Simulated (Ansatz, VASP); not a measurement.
**YZn: VASP beside Ansatz**

```
Y Zn
1.0
     0.00000    2.42764    2.42764
     2.42764    0.00000    2.42764
     2.42764    2.42764    0.00000
Y Zn
1 1
Direct
  0.00000 0.00000 0.00000
  0.50000 0.50000 0.50000
```

Change from the starting cell: volume scaled by 0.55, LAPW.

Alike in both runs: task single point; functional LDA; k mesh 11 × 11 × 11; occupations fermi-dirac, width 0.05 eV; no spin polarisation.

|  | VASP | Ansatz |
| --- | --- | --- |
| version | VASP 6.6.1 | Ansatz 0.2.0 |
| potentials or method | VASP PAW LDA potentials, release 64 (Y_sv, Zn), cutoff 520 eV | all-electron LAPW, scalar-relativistic |

|  | VASP | Ansatz | Ansatz less VASP |
| --- | --- | --- | --- |
| pressure (GPa) | 86.8 | 86.4 | -0.43 |

LDA's correlation is that of Perdew and Zunger in VASP and of Perdew and Wang (1992) in Ansatz. Both programs put the cell under a high pressure, so it lies far from rest at this level. Ansatz ran all-electron here, and VASP with PAW potentials.

Noted on VASP's run: the cell as given lies far from equilibrium.
